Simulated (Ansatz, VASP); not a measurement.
I in VASP and in Ansatz

Contents of INCAR:

```
PREC = Accurate
ENCUT = 520
EDIFF = 1E-7
ISMEAR = 0
SIGMA = 0.023
LREAL = False
LASPH = True
NELM = 60
ALGO = Normal
ISIF = 2
LWAVE = False
LCHARG = True
GGA = PE
LELF = True
LVHAR = True
NBANDS = 10
```

Contents of KPOINTS:

```
regular mesh
0
Gamma
  9 9 9
```

File POSCAR:

```
I
1.0
    0.0000000000      2.3656004428      3.9098401324
    2.1922454667      0.0000000000      3.9098401324
    2.1922454667      2.3656004428      0.0000000000
I
1
Direct
    0.0000000000      0.0000000000      0.0000000000
```

input.yaml

```yaml
crystal:
  lattice:
    - [0.0, 2.3656004428, 3.9098401324]
    - [2.1922454667, 0.0, 3.9098401324]
    - [2.1922454667, 2.3656004428, 0.0]
  atoms:
    - { symbol: I, position: [0.0, 0.0, 0.0] }
hamiltonian:
  xc: pbe
  pseudopotentials: { kind: paw }
kpoints:
  mp_grid: { grid: [9, 9, 9] }
scf:
  occupations: { method: gaussian, width: 0.023 }
output:
  forces: true
  stress: true
  eigenvalues: true
  write_density: true
  write_potential: true
  elf: true
  volumetric_format: npy
```

Alike in both runs: task single point; functional PBE; k mesh 9 × 9 × 9; occupations gaussian, width 0.023 eV; no spin polarisation.

|  | VASP | Ansatz |
| --- | --- | --- |
| version | VASP 6.6.1 | Ansatz 0.2.0 |
| potentials or method | VASP PAW PBE potentials, release 64 (I) | Ansatz PAW |
| plane-wave cutoff (eV) | 520 | 420 |
| valence electrons in the cell | 7 | 17 |

```csv
,VASP,Ansatz,Ansatz less VASP
gap on the k mesh at the Fermi level (eV),none,none,-
pressure (GPa),0.4,0.4,+0.03
"traceless stress, the component that is largest in VASP (GPa)",0.36,0.32,-0.038
```

A gap of «none» marks a metal or a gap that the smearing closes. VASP's potentials hold 7 valence electrons a cell and Ansatz's 17, so a difference there can come from the potentials and not from the codes.

Neither program's run includes spin-orbit coupling.
